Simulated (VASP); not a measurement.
# Fe (Im-3m) in VASP: relaxation of cell and atoms with PBE

Aim: the relaxation of cell and atoms of Fe with PBE.

Program: VASP 6.6.1. These are calculated values, not measurements. Logs are shortened: lines on timing, memory, paths and dates and some standing lists are left out, and cuts for length are marked.

## 1. The cell of the first run

The structure is cubic, space group Im-3m (No. 229). Conventional cell: a = 2.878 Å, b = 2.878 Å, c = 2.878 Å, α = 90.00°, β = 90.00°, γ = 90.00°. Fe (site symmetry m-3m) has 14 Fe at 2.49 to 2.88 Å within 3.3 Å.

## 2. Relaxation of cell and atoms, PBE, collinear spin, ferromagnetic start

Contents of INCAR:

```
SYSTEM = Fe
  PREC = Accurate
  ENCUT = 600
  EDIFF = 1E-6
  ISMEAR = 0
  SIGMA = 0.1
  LREAL = .FALSE.
  LASPH = .TRUE.
  NELM = 150
  ALGO = Normal
  ISIF = 3
  LWAVE = .FALSE.
  LCHARG = .FALSE.
  ISPIN = 2
  MAGMOM = 2.66
  LORBIT = 11
  LMAXMIX = 4
  GGA = PE
  IBRION = 2
  NSW = 100
  EDIFFG = -0.005
```

Contents of KPOINTS:

```
Automatic mesh
0
G
  20 20 20
  0 0 0
```

Contents of POSCAR:

```
Fe
1.0
   -1.4390000000      1.4390000000      1.4390000000
    1.4390000000     -1.4390000000      1.4390000000
    1.4390000000      1.4390000000     -1.4390000000
Fe
1
Direct
    0.0000000000      0.0000000000      0.0000000000
```

Potentials or basis: VASP PAW PBE potentials, release 64 (Fe).

On the command line:

```console
> cat potpaw_PBE.64/Fe/POTCAR > POTCAR
> mpirun -np 1 vasp_std > vasp.out
```

OUTCAR:

```text
SYSTEM = Fe
   PREC = Accurate
   ENCUT = 600
   EDIFF = 1E-6
   ISMEAR = 0
   LREAL = .FALSE.
   LASPH = .TRUE.
   NELM = 150
   ISIF = 3
   ISPIN = 2
   LORBIT = 11
   GGA = PE
   IBRION = 2
   NSW = 100
   EDIFFG = -0.005

 ion  position               nearest neighbor table
   1  0.000  0.000  0.000-

  LATTYP: Found a body centered cubic cell.
 ALAT       =     2.8780000000

  Lattice vectors:

 A1 = (  -1.4390000000,   1.4390000000,   1.4390000000)
 A2 = (   1.4390000000,  -1.4390000000,   1.4390000000)
 A3 = (   1.4390000000,   1.4390000000,  -1.4390000000)

Analysis of symmetry for initial positions (statically):
=====================================================================
 Subroutine PRICEL returns:
 Original cell was already a primitive cell.

 Routine SETGRP: Setting up the symmetry group for a
 body centered cubic supercell.

 Subroutine GETGRP returns: Found 48 space group operations
 (whereof 48 operations were pure point group operations)
 out of a pool of 48 trial point group operations.

The static configuration has the point symmetry O_h .

Analysis of symmetry for dynamics (positions and initial velocities):
=====================================================================
 Subroutine PRICEL returns:
 Original cell was already a primitive cell.

 Routine SETGRP: Setting up the symmetry group for a
 body centered cubic supercell.

 Subroutine GETGRP returns: Found 48 space group operations
 (whereof 48 operations were pure point group operations)
 out of a pool of 48 trial point group operations.

The dynamic configuration has the point symmetry O_h .

Analysis of structural, dynamic, and magnetic symmetry:
=====================================================================
 Subroutine PRICEL returns:
 Original cell was already a primitive cell.

 Routine SETGRP: Setting up the symmetry group for a
 body centered cubic supercell.

 Subroutine GETGRP returns: Found 48 space group operations
 (whereof 48 operations were pure point group operations)
 out of a pool of 48 trial point group operations.

The overall configuration has the point symmetry O_h .

 Subroutine INISYM returns: Found 48 space group operations
 (whereof 48 operations are pure point group operations),
 and found     1 'primitive' translations

----------------------------------------------------------------------------------------

                                     Primitive cell

  volume of cell :      11.9191

  direct lattice vectors                    reciprocal lattice vectors
[... 103 lines left out ...]
   IMIX   =      4    mixing-type and parameters
     AMIX     =   0.40;   BMIX     =  1.00
     AMIX_MAG =   1.60;   BMIX_MAG =  1.00
  volume/ion in A,a.u.               =      11.92        80.43
  Fermi-wavevector in a.u.,A,eV,Ry     =   1.433367  2.708671 27.953723  2.054541
  Thomas-Fermi vector in A             =   2.552893
   LORBIT       =     11    0 simple, 1 ext, 2 COOP (PROOUT), +10 PAW based schemes
   GGA     = PE    functional components
   LHFCALC =     F    Hartree Fock is set to
   AEXX    =    0.0000 exact exchange contribution
   IVDW    =     0    specifies the selected vdW correction
   LEPSILON=     F    determine dielectric tensor
   LRPA    =     F    only Hartree local field effects (RPA)
 conjugate gradient relaxation of ions
 spin polarized calculation
 Gauss-broadening in eV      SIGMA  =   0.10
  energy-cutoff  :      600.00
  volume of cell :       11.92
 maximum number of plane-waves:       420
   NGX =  9   NGY =  9   NGZ =  9

--------------------------------------- Ionic step        1  -------------------------------------------

 number of electron       7.9999996 magnetization       2.2715786

 Free energy of the ion-electron system (eV)
  ---------------------------------------------------
  ext. energy  EPLUGINS =         0.00000000
  ---------------------------------------------------
  free energy    TOTEN  =        -8.22989103 eV

  energy without entropy =       -8.22490793  energy(sigma->0) =       -8.22739948

------------------------ aborting loop because EDIFF is reached ----------------------------------------

  FORCE on cell =-STRESS in cart. coord.  units (eV):
  Direction    XX          YY          ZZ          XY          YZ          ZX
  --------------------------------------------------------------------------------------
  -------------------------------------------------------------------------------------
  Total       -0.6105809     -0.6105809     -0.6105809      0.0000000     -0.0000000      0.0000000
  in kB      -82.0751052    -82.0751052    -82.0751052      0.0000000     -0.0000000      0.0000000
  external PRESSURE =     -82.0751052 kB  Pullay stress =       0.0000000 kB
[... 127 lines left out ...]
--------------------------------------- Ionic step        5  -------------------------------------------

 number of electron       8.0000006 magnetization       2.1970122

 Free energy of the ion-electron system (eV)
  ---------------------------------------------------
  ext. energy  EPLUGINS =         0.00000000
  ---------------------------------------------------
  free energy    TOTEN  =        -8.24499299 eV

  energy without entropy =       -8.23967665  energy(sigma->0) =       -8.24233482

 E-fermi :   5.8199     XC(G=0): -13.1174

 val. band max:        5.8174386494   @ k =  -0.4500  -0.4500   0.3000
 cond. band min:       5.8208284519   @ k =  -0.4000   0.5000   0.1500
 fundamental gap:      0.0033898025
 Fermi energy:         5.8199392770

 spin component 1

 k-point     1 :       0.0000    0.0000    0.0000
  band No.  band energies     occupation
      1      -2.6091      1.00000
      2       3.5155      1.00000
      3       3.5155      1.00000
      4       3.5155      1.00000
      5       4.7266      1.00000
      6       4.7266      1.00000
      7      30.8478      0.00000
      8      30.8478      0.00000
      9      30.8478      0.00000
[... 265 lines left out ...]
 k-point    24 :       0.2500    0.1000   -0.0000
  band No.  band energies     occupation
      1       0.5465      1.00000
      2       2.7997      1.00000
      3       3.2565      1.00000
      4       4.5588      1.00000
      5       4.9254      1.00000
      6       5.5308      0.99998
      7      19.5115      0.00000
      8      23.9948      0.00000
      9      27.4732      0.00000

 [... further k-points ...]

 spin component 2

 k-point     1 :       0.0000    0.0000    0.0000
  band No.  band energies     occupation
      1      -2.4411      1.00000
      2       5.4318      1.00000
      3       5.4320      1.00000
      4       5.4320      1.00000
      5       7.4853      0.00000
      6       7.4855      0.00000
      7      30.5957      0.00000
      8      30.5957      0.00000
      9      30.5957      0.00000
[... 304 lines left out ...]
  FREE ENERGIE OF THE ION-ELECTRON SYSTEM (eV)
  ---------------------------------------------------
  free  energy   TOTEN  =        -8.2449929945 eV

  energy  without entropy=       -8.2396766477  energy(sigma->0) =       -8.24233482

 reached required accuracy - stopping structural energy minimisation

 total charge

# of ion       s       p       d       tot
------------------------------------------
    1        0.487   0.542   6.239   7.268

 magnetization (x)

# of ion       s       p       d       tot
------------------------------------------
    1       -0.013  -0.056   2.263   2.195
```

OSZICAR:

```text
N       E                     dE             d eps       ncg     rms          rms(c)
DAV:   1     0.190454626878E+02    0.19045E+02   -0.45033E+03  9400   0.120E+03
[... 34 lines left out ...]
DAV:   1    -0.824507758449E+01   -0.85277E-04   -0.18103E-03  9608   0.756E-01    0.913E-02
DAV:   2    -0.824500292734E+01    0.74657E-04   -0.91652E-04  9680   0.455E-01    0.815E-02
DAV:   3    -0.824499430901E+01    0.86183E-05   -0.65256E-05  9841   0.128E-01    0.279E-02
DAV:   4    -0.824499340314E+01    0.90587E-06   -0.58380E-07  4807   0.132E-02
   4 F= -.82449934E+01 E0= -.82423359E+01  d E =-.151024E-01  mag=     2.1972
       N       E                     dE             d eps       ncg     rms          rms(c)
DAV:   1    -0.824499301614E+01    0.12929E-05   -0.42307E-06  4871   0.271E-02    0.417E-03
DAV:   2    -0.824499299449E+01    0.21658E-07   -0.16949E-06  4622   0.211E-02
   5 F= -.82449930E+01 E0= -.82423348E+01  d E =0.408653E-06  mag=     2.1971
```

Run time: 2.3 min. Hardware: 1 thread of Intel Xeon 8259CL, shared host; peak memory 0.19 GiB.

Results:

| Property | Result |
| --- | --- |
| Free energy | -8.2450 eV |
| Relaxed volume | 11.36 Å³/atom |
| Relaxed cell | a = 2.453 Å, b = 2.453 Å, c = 2.453 Å, α = 109.47°, β = 109.47°, γ = 109.47° |
| Space group after relaxing (to 0.1 Å) | Im-3m (No. 229) |
| Energy gained by relaxing | 15.1 meV/atom |
| Ionic steps | 5 |
| Pressure after relaxing | 0.0 GPa |
| Net moment | 2.20 μB per cell |
| Site moments | Fe +2.19 μB |
| Valence electrons inside the program's atomic spheres | Fe 7.27 |

The path:
```tsv
step	energy change (eV)	largest force (eV/Å)	pressure (GPa)	volume (Å³)
1	0.0000	0.0000	-8.21	11.92
2	-0.0044	0.0000	8.03	10.90
3	-0.0151	0.0000	0.17	11.35
4	-0.0151	0.0000	-0.20	11.36
5	-0.0151	0.0000	0.02	11.36
```

Final structure:
```
Fe
1.0
    -1.41613    1.41613    1.41613
     1.41613   -1.41613    1.41613
     1.41613    1.41613   -1.41613
Fe
1
Direct
  0.00000 0.00000 0.00000
```
